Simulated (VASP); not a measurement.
# Ho (P6_3/mmc) in VASP: single point with PBE

Aim: the single point of Ho with PBE.

All numbers are computed with VASP 6.6.1; they aren't measurements. Logs are shortened: lines on timing, memory, paths and dates and some standing lists are left out, and cuts for length are marked.

## (1) The cell of the first run

Symmetry: P6_3/mmc, No. 194, hexagonal system. Conventional cell: a = 3.671 Å, b = 3.671 Å, c = 5.915 Å, α = 90.00°, β = 90.00°, γ = 120.00°. Ho (site symmetry -6m2) has 12 Ho at 3.64 to 3.67 Å within 4.8 Å.

## (2) Single point, PBE, collinear spin, ferromagnetic start

INCAR

```
SYSTEM = Ho
PREC = Accurate
ENCUT = 520
EDIFF = 1E-6
ISMEAR = 0
SIGMA = 0.05
LREAL = .FALSE.
LASPH = .TRUE.
NELM = 150
ALGO = Normal
ISIF = 2
LWAVE = .FALSE.
LCHARG = .FALSE.
ISPIN = 2
MAGMOM = 4 4
LORBIT = 11
LMAXMIX = 6
GGA = PE
NBANDS = 32
```

KPOINTS

```
regular mesh
0
G
  14 14 8
  0 0 0
```

POSCAR

```
Ho
1.0
    3.6705036961      0.0000000000      0.0000000000
   -1.8352518480      3.1787494455      0.0000000000
    0.0000000000      0.0000000000      5.9146952814
Ho
2
Direct
    0.3333333333      0.6666666667      0.7500000000
    0.6666666667      0.3333333333      0.2500000000
```

Potentials or basis: VASP PAW PBE potentials, release 64 (Ho).

Started as:

```sh
$ cat potpaw_PBE.64/Ho/POTCAR > POTCAR
$ mpirun -np 1 vasp_std > vasp.out
```

OUTCAR:

```text
SYSTEM = Ho
   PREC = Accurate
   ENCUT = 520
   EDIFF = 1E-6
   ISMEAR = 0
   LREAL = .FALSE.
   LASPH = .TRUE.
   NELM = 150
   ISIF = 2
   ISPIN = 2
   LORBIT = 11
   GGA = PE

 ion  position               nearest neighbor table
   1  0.333  0.667  0.750-   2 3.64   2 3.64   2 3.64   2 3.64   2 3.64   2 3.64
   2  0.667  0.333  0.250-   1 3.64   1 3.64   1 3.64   1 3.64   1 3.64   1 3.64

  LATTYP: Found a hexagonal cell.
 ALAT       =     3.6705036961
 C/A-ratio  =     1.6114124303

  Lattice vectors:

 A1 = (   3.6705036961,   0.0000000000,   0.0000000000)
 A2 = (  -1.8352518480,   3.1787494455,   0.0000000000)
 A3 = (   0.0000000000,   0.0000000000,   5.9146952814)

Analysis of symmetry for initial positions (statically):
=====================================================================
 Subroutine PRICEL returns:
 Original cell was already a primitive cell.

 Routine SETGRP: Setting up the symmetry group for a
 hexagonal supercell.

 Subroutine GETGRP returns: Found 24 space group operations
 (whereof 12 operations were pure point group operations)
 out of a pool of 24 trial point group operations.

The static configuration has the point symmetry D_3d.
 The point group associated with its full space group is D_6h.

Analysis of symmetry for dynamics (positions and initial velocities):
=====================================================================
 Subroutine PRICEL returns:
 Original cell was already a primitive cell.

 Routine SETGRP: Setting up the symmetry group for a
 hexagonal supercell.

 Subroutine GETGRP returns: Found 24 space group operations
 (whereof 12 operations were pure point group operations)
 out of a pool of 24 trial point group operations.

The dynamic configuration has the point symmetry D_3d.
 The point group associated with its full space group is D_6h.

Analysis of structural, dynamic, and magnetic symmetry:
=====================================================================
 Subroutine PRICEL returns:
 Original cell was already a primitive cell.

 Routine SETGRP: Setting up the symmetry group for a
 hexagonal supercell.

 Subroutine GETGRP returns: Found 24 space group operations
 (whereof 12 operations were pure point group operations)
 out of a pool of 24 trial point group operations.

The overall configuration has the point symmetry D_3d.
[... 119 lines left out ...]
     AMIX     =   0.40;   BMIX     =  1.00
     AMIX_MAG =   1.60;   BMIX_MAG =  1.00
  volume/ion in A,a.u.               =      34.51       232.85
  Fermi-wavevector in a.u.,A,eV,Ry     =   1.387351  2.621714 26.187731  1.924744
  Thomas-Fermi vector in A             =   2.511581
   LORBIT       =     11    0 simple, 1 ext, 2 COOP (PROOUT), +10 PAW based schemes
   GGA     = PE    functional components
   LHFCALC =     F    Hartree Fock is set to
   AEXX    =    0.0000 exact exchange contribution
   IVDW    =     0    specifies the selected vdW correction
   LEPSILON=     F    determine dielectric tensor
   LRPA    =     F    only Hartree local field effects (RPA)
 spin polarized calculation
 Gauss-broadening in eV      SIGMA  =   0.05
  energy-cutoff  :      520.00
  volume of cell :       69.01
 maximum number of plane-waves:      1880
 NGX is ok and might be reduce to    28
   NGX = 13   NGY = 13   NGZ = 21

 number of electron      42.0000025 magnetization       7.2690357

 Free energy of the ion-electron system (eV)
  ---------------------------------------------------
  ext. energy  EPLUGINS =         0.00000000
  ---------------------------------------------------
  free energy    TOTEN  =       -13.00660541 eV

  energy without entropy =      -12.98540153  energy(sigma->0) =      -12.99600347

 E-fermi :   2.1960     XC(G=0):  -9.6766

 val. band max:        2.1958384680   @ k =   0.5000  -0.0000   0.3750
 cond. band min:       2.1961920455   @ k =   0.4286   0.1429   0.5000
 fundamental gap:      0.0003535776
 Fermi energy:         2.1959893357

 spin component 1

 k-point     1 :       0.0000    0.0000    0.0000
  band No.  band energies     occupation
      1     -46.0036      1.00000
      2     -45.9689      1.00000
      3     -21.3872      1.00000
      4     -20.8890      1.00000
      5     -20.7908      1.00000
      6     -20.7908      1.00000
[... 829 lines left out ...]
     31       7.1441      0.00000
     32       7.6332      0.00000

 [... further k-points ...]

 spin component 2

 k-point     1 :       0.0000    0.0000    0.0000
  band No.  band energies     occupation
      1     -44.4300      1.00000
      2     -44.3907      1.00000
      3     -20.2509      1.00000
      4     -19.6944      1.00000
      5     -19.6712      1.00000
      6     -19.6712      1.00000
[... 829 lines left out ...]
     31       7.7186      0.00000
     32       8.1840      0.00000

 [... further k-points ...]

------------------------ aborting loop because EDIFF is reached ----------------------------------------

  FORCE on cell =-STRESS in cart. coord.  units (eV):
  Direction    XX          YY          ZZ          XY          YZ          ZX
  --------------------------------------------------------------------------------------
  -------------------------------------------------------------------------------------
  Total        0.1574566      0.1574566      0.2484499      0.0000000      0.0000000     -0.0000000
  in kB        3.6555873      3.6555873      5.7681302      0.0000000      0.0000000     -0.0000000
  external PRESSURE =       4.3597683 kB  Pullay stress =       0.0000000 kB

 VOLUME and BASIS-vectors are now :
 -----------------------------------------------------------------------------
  energy-cutoff  :      520.00
  volume of cell :       69.01
      direct lattice vectors                 reciprocal lattice vectors
     3.670503696  0.000000000  0.000000000     0.272442172  0.157294561  0.000000000
    -1.835251848  3.178749445  0.000000000     0.000000000  0.314589123  0.000000000
     0.000000000  0.000000000  5.914695281     0.000000000  0.000000000  0.169070417

 POSITION                                       TOTAL-FORCE (eV/Angst)
 -----------------------------------------------------------------------------------
     -0.00000      2.11917      4.43602         0.000000     -0.000000      0.000000
      1.83525      1.05958      1.47867        -0.000000      0.000000      0.000000
 -----------------------------------------------------------------------------------
    total drift:                               -0.000000      0.000000     -0.000000

  FREE ENERGIE OF THE ION-ELECTRON SYSTEM (eV)
  ---------------------------------------------------
  free  energy   TOTEN  =       -13.0066054069 eV

  energy  without entropy=      -12.9854015347  energy(sigma->0) =      -12.99600347

 total charge

# of ion       s       p       d       f       tot
--------------------------------------------------
    1        2.117   5.710   0.358  10.358  18.543
    2        2.117   5.710   0.358  10.358  18.543
--------------------------------------------------
tot          4.234  11.419   0.717  20.716  37.085

 magnetization (x)

# of ion       s       p       d       f       tot
--------------------------------------------------
    1        0.004  -0.019   0.058   3.423   3.466
    2        0.004  -0.019   0.058   3.423   3.466
--------------------------------------------------
tot          0.009  -0.038   0.115   6.846   6.931
```

stdout:

```text
POSCAR found type information on POSCAR Ho
 POSCAR found :  1 types and       2 ions
 scaLAPACK will be used
 LDA part: xc-table for (Slater+PW92), standard interpolation
 POSCAR, INCAR and KPOINTS ok, starting setup
 FFT: planning ... GRIDC
 FFT: planning ... GRID_SOFT
 FFT: planning ... GRID
 WAVECAR not read
 entering main loop
```

It took 7.6 min on 1 thread of Intel Xeon 6975P-C (Granite Rapids), shared host; peak memory 0.51 GiB.

Results:

```yaml
Free_energy: -13.0066 eV
Pressure: 0.4 GPa
Net_moment: 7.27 μB per cell
Site_moments: Ho +3.47 μB
Valence_electrons_inside_the_program's_atomic_spheres: Ho 18.54
```

Caveat: the magnetic or orbital state may not be the lowest; spin-orbit coupling is left out, which moves the levels of the heavy elements. The state reached can hang on the start; a lower one may exist.
